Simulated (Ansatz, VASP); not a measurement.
One calculation of W, two programs

```xyz
4
Lattice="2.7570 0.0000 0.0000 -0.9190 2.5993 0.0000 0.0000 0.0000 22.7533" Properties=species:S:1:pos:R:3 pbc="T T T"
W     0.4595    0.6498    8.0688
W     1.3785    1.9495   10.2441
W     0.4595    0.6498   12.5092
W     1.3785    1.9495   14.6845
```

Alike in both runs: task single point; functional PBE; k mesh 13 × 13 × 1; occupations fermi-dirac, width 0.1 eV; no spin polarisation.

```csv
,VASP,Ansatz
version,VASP 6.6.1,Ansatz 0.2.0
potentials or method,"VASP PAW PBE potentials, release 64 (W_sv)","PAW with Ansatz's default frozen-core files, scalar-relativistic"
plane-wave cutoff (eV),520,420
valence electrons in the cell,56,56
```

```csv
,VASP,Ansatz,Ansatz less VASP
rms of the force components (eV/Å),0.013,0.000,-0.0131
```

Atom by atom the forces differ by 0.013 eV/Å (rms over components). The functional is the same, so the differences come from potentials, cutoffs and numerics.

Spin-orbit coupling is off throughout.
